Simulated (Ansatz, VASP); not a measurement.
## MgO in VASP and in Ansatz

```
Mg O
1.0
     2.64932    0.00000    0.00000
     0.00000    2.64932    0.00000
     0.00000    0.00000    2.64932
Mg O
1 1
Direct
  0.00000 0.00000 0.00000
  0.50000 0.50000 0.50000
```

Alike in both runs: task single point; functional r2SCAN; k mesh 8 × 8 × 8; no spin polarisation.

```csv
,VASP,Ansatz
version,VASP 6.6.1,Ansatz 0.2.0
potentials or method,"VASP PAW PBE potentials, release 64 (Mg, O)","plane waves, PAW"
plane-wave cutoff (eV),520,500
occupations,"gaussian, width 0.01 eV",fixed
valence electrons in the cell,8,16
```

|  | VASP | Ansatz | Ansatz less VASP |
| --- | --- | --- | --- |
| gap on the k mesh at the Fermi level (eV) | 3.17 | 3.21 | +0.041 |
| pressure (GPa) | -5.5 | -4.4 | +1.13 |

VASP's potentials were made for PBE, not for r2SCAN. VASP's potentials hold 8 valence electrons a cell and Ansatz's 16, so a difference there can come from the potentials and not from the codes.
